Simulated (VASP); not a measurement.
Input of a VASP 6.6.1 run:

Contents of POSCAR:

```
Al
1.0
    2.6695382459      0.0000000000      0.0000000000
    0.0000000000      2.6695382459      0.0000000000
    0.0000000000      0.0000000000      2.6695382459
Al
1
Direct
    0.0000000000      0.0000000000      0.0000000000
```

INCAR.step1

```
SYSTEM = Al
PREC = Accurate
ENCUT = 520
ISMEAR = -1
SIGMA = 0.1
LREAL = .FALSE.
LASPH = .TRUE.
NELM = 80
NBANDS = 8
GGA = PE
ALGO = Normal
EDIFF = 1E-4
LWAVE = .TRUE.
LCHARG = .FALSE.
```

INCAR.step2

```
SYSTEM = Al
PREC = Accurate
ENCUT = 520
EDIFF = 1E-6
ISMEAR = -1
SIGMA = 0.1
LREAL = .FALSE.
LASPH = .TRUE.
NELM = 80
ALGO = Normal
ISIF = 2
LWAVE = .FALSE.
LCHARG = .TRUE.
METAGGA = R2SCAN
LMIXTAU = .TRUE.
LELF = .TRUE.
LVHAR = .TRUE.
NBANDS = 8
ISTART = 1
```

The input KPOINTS:

```
Automatic mesh
0
G
  13 13 13
  0 0 0
```

Potentials or basis: VASP PAW PBE potentials, release 64 (Al).

Launch:

```console
$ cat potpaw_PBE.64/Al/POTCAR > POTCAR
$ cp INCAR.step1 INCAR
$ mpirun -np 1 vasp_std > vasp.out
$ cp INCAR.step2 INCAR
$ mpirun -np 1 vasp_std > vasp.out
```

(1) What does it give for the pressure?

(2) Predict the band gap on the k mesh.

## Answers

(1) 2.6 GPa.

(2) zero (an odd number of electrons rules out a gap without spin polarisation).

Caveat: the PAW data sets were made with another functional, which shifts forces and pressure a little.
